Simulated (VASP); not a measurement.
Write the native input for VASP 6.6.1 that does the following.

- Task: single point
- Functional: r2SCAN
- Potentials or basis: VASP PAW PBE potentials, release 64 (Cd, H, O)
- Cutoff: 520 eV
- k mesh: 6 × 6 × 4
- Occupations: gaussian, width 0.01 eV
- Spin: no spin polarisation
- Dipole correction: no
- Further INCAR settings: ALGO = Normal; EDIFF = 1e-06; NBANDS = 21

Crystal: CdH2O2.

```
Cd H O
1.0
     3.48598    0.00000    0.00000
    -1.74299    3.01895    0.00000
     0.00000    0.00000    4.60396
Cd H O
1 2 2
Direct
  0.00000 0.00000 0.00000
  0.66667 0.33333 0.55096
  0.33333 0.66667 0.44904
  0.66667 0.33333 0.75937
  0.33333 0.66667 0.24063
```

These files were run (other wordings do the same):

POSCAR

```
CdH2O2
1.0
    3.4859823679      0.0000000000      0.0000000000
   -1.7429911840      3.0189494626      0.0000000000
    0.0000000000      0.0000000000      4.6039605250
Cd H O
1 2 2
Direct
    0.0000000000      0.0000000000      0.0000000000
    0.6666666667      0.3333333333      0.5509610000
    0.3333333333      0.6666666667      0.4490390000
    0.6666666667      0.3333333333      0.7593720000
    0.3333333333      0.6666666667      0.2406280000
```

INCAR.step1

```
PREC = Accurate
ENCUT = 520
ISMEAR = 0
SIGMA = 0.01
LREAL = F
LASPH = T
NELM = 60
NBANDS = 21
GGA = PE
ALGO = Normal
EDIFF = 1E-4
LWAVE = T
LCHARG = F
```

INCAR.step2

```
PREC = Accurate
ENCUT = 520
EDIFF = 1E-6
ISMEAR = 0
SIGMA = 0.01
LREAL = F
LASPH = T
NELM = 60
ALGO = Normal
ISIF = 2
LWAVE = F
LCHARG = T
METAGGA = R2SCAN
LMIXTAU = T
LELF = T
LVHAR = T
NBANDS = 21
ISTART = 1
```

KPOINTS

```
regular mesh
0
Gamma
  6 6 4
```

Potentials or basis: VASP PAW PBE potentials, release 64 (Cd, H, O).

Command:

```console
$ cat potpaw_PBE.64/Cd/POTCAR potpaw_PBE.64/H/POTCAR potpaw_PBE.64/O/POTCAR > POTCAR
$ cp INCAR.step1 INCAR
$ mpirun -np 1 vasp_std > vasp.out
$ cp INCAR.step2 INCAR
$ mpirun -np 1 vasp_std > vasp.out
```

Results of the run:

```
Pressure               : 3.4 GPa
Largest force          : 0.411 eV/Å
Band gap on the k mesh : 2.32 eV (least direct gap 2.67 eV)
```

Caveat: the cell stands under pressure; the PAW data sets were made with another functional, which shifts forces and pressure a little.

Wall time 61 s on 1 thread of Intel(R) Xeon(R) 6975P-C (Granite Rapids) (shared host), peak memory 0.18 GiB.
